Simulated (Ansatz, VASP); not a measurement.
# KZnF3: VASP beside Ansatz

```
CELL_PARAMETERS angstrom
4.05000 0.00000 0.00000
0.00000 4.05000 0.00000
0.00000 0.00000 4.05000
ATOMIC_POSITIONS crystal
K 0.00000 0.00000 0.00000
Zn 0.50000 0.50000 0.50000
F 0.44762 0.44762 0.92593
F 0.00000 0.50000 0.50000
F 0.50000 0.00000 0.50000
```

Alike in both runs: task single point; functional PBE; k mesh 6 × 6 × 6; occupations gaussian, width 0.05 eV; no spin polarisation.

|  | VASP | Ansatz |
| --- | --- | --- |
| version | VASP 6.6.1 | Ansatz 0.2.0 |
| potentials or method | VASP PAW PBE potentials, release 64 (K_sv, Zn, F), cutoff 520 eV | scalar-relativistic, plane waves, PAW |
| valence electrons in the cell | 42 | 42 |

|  | VASP | Ansatz | Ansatz less VASP |
| --- | --- | --- | --- |
| gap on the k mesh at the Fermi level (eV) | 3.62 | 3.70 | +0.073 |
| least direct gap on the mesh (eV) | 5.18 | 5.24 | +0.059 |
| pressure (GPa) | 10.2 | 9.7 | -0.51 |
| traceless stress, the component that is largest in VASP (GPa) | 6.87 | 6.60 | -0.274 |
| rms of the force components (eV/Å) | 1.538 | 1.455 | -0.0825 |

Atom by atom the forces differ by 0.085 eV/Å (rms over components).
